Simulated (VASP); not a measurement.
A run of VASP 6.6.1:

INCAR

```
ALGO     = Normal         # electronic algorithm
EDIFF    = 1E-6           # SCF threshold, eV
ENCUT    = 520            # plane-wave cutoff, eV
GGA      = CA             # functional
ISIF     = 2              # what is computed and relaxed
ISMEAR   = 0              # smearing method
LASPH    = T              # aspherical terms in the spheres
LCHARG   = F              # write CHGCAR
LREAL    = F              # projectors in reciprocal space
LWAVE    = F              # write WAVECAR
NBANDS   = 29             # bands
NELM     = 100            # most SCF steps
PREC     = Accurate       # precision mode
SIGMA    = 0.01           # smearing width, eV
```

The input KPOINTS:

```
Automatic mesh
0
Gamma
  3 3 3
  0.5 0.5 0.5
```

File POSCAR:

```
BaPbO3
1.0
    4.3622200000      0.0000000000      0.0000000000
    0.0000000000      4.3622200000      0.0000000000
    0.0000000000      0.0000000000      4.3622200000
Ba Pb O
1 1 3
Direct
    0.5000000000      0.5000000000      0.5200000000
    0.0000000000      0.0000000000      0.0000000000
    0.0000000000      0.5000000000      0.0000000000
    0.0000000000      0.0000000000      0.5000000000
    0.5000000000      0.0000000000      0.0000000000
```

Potentials or basis: VASP PAW LDA potentials, release 64 (Ba_sv, Pb_d, O).

Command:

```console
$ cat potpaw_LDA.64/Ba_sv/POTCAR potpaw_LDA.64/Pb_d/POTCAR potpaw_LDA.64/O/POTCAR > POTCAR
$ mpirun -np 1 vasp_std > vasp.out
```

Hardware: 1 thread of Intel(R) Xeon(R) Platinum 8488C (Sapphire Rapids), with other jobs on the host.

Q: How long does it take, and how much memory?

A: It took 9.2 s on 1 thread of Intel(R) Xeon(R) Platinum 8488C (Sapphire Rapids), with other jobs on the host, peak memory 0.16 GiB. Counts: scf iterations 13, k points 6.
